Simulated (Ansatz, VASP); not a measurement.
# Two plane-wave programs on Ca5B3

```xyz
8
Lattice="-3.2616 3.2616 3.2616 3.2616 -3.2616 3.2616 3.2616 3.2616 -3.2616" Properties=species:S:1:pos:R:3 pbc="T T T"
Ca    0.0000    0.0000    0.0000
Ca    1.6308    1.6308   -1.6308
Ca    1.6308   -1.6308    1.6308
Ca   -1.6308    1.6308    1.6308
Ca    1.6308    1.6308    1.6308
B     3.2616    0.0000    0.0000
B     0.0000    0.0000    3.2616
B     0.0000    3.2616    0.0000
```

Change from the starting cell: species swapped into the Fe5Co3 type (Im-3m, No. 229).

Alike in both runs: task single point; functional PBE; k mesh 4 × 4 × 4; occupations gaussian, width 0.1 eV; no spin polarisation.

|  | VASP | Ansatz |
| --- | --- | --- |
| version | VASP 6.6.1 | Ansatz 0.2.0 |
| potentials or method | VASP PAW PBE potentials, release 64 (Ca_sv, B), cutoff 520 eV | scalar-relativistic, plane waves, PAW |
| valence electrons in the cell | 59 | 59 |

VASP gave:

* gap on the k mesh at the Fermi level (eV): none
* pressure (GPa): 10.8

Task: Which values does Ansatz return?

Result: gap on the k mesh at the Fermi level (eV): none; pressure (GPa): 10.5.

A gap of «none» marks a metal or a gap that the smearing closes. With one functional, cell and mesh, what is left measures potentials, basis and numerics.
